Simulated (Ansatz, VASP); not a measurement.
# One calculation of Pb, two programs

```
Pb
1.0
     0.00000    2.44114    2.44114
     2.44114    0.00000    2.44114
     2.44114    2.44114    0.00000
Pb
1
Direct
  0.00000 0.00000 0.00000
```

Alike in both runs: functional LDA; k mesh 14 × 14 × 14; occupations gaussian, width 0.1 eV; no spin polarisation.

Ansatz relaxed the structure, and its values are those at the end. VASP's run is a single point on that final structure, the one shown.

|  | VASP | Ansatz |
| --- | --- | --- |
| version | VASP 6.6.1 | Ansatz 0.2.0 |
| potentials or method | VASP PAW LDA potentials, release 64 (Pb_d), cutoff 520 eV | scalar-relativistic, plane waves, PAW |
| valence electrons in the cell | 14 | 14 |

Ansatz gave:

```
gap on the k mesh at the Fermi level (eV) : none
pressure (GPa)                            : 0.0
```

Task: What did VASP give for the same quantities?

Result: gap on the k mesh at the Fermi level (eV): none; pressure (GPa): 0.1.

LDA's correlation is that of Perdew and Zunger in VASP and of Perdew and Wang (1992) in Ansatz. A gap of «none» marks a metal or a gap that the smearing closes.

Spin-orbit coupling is off throughout.
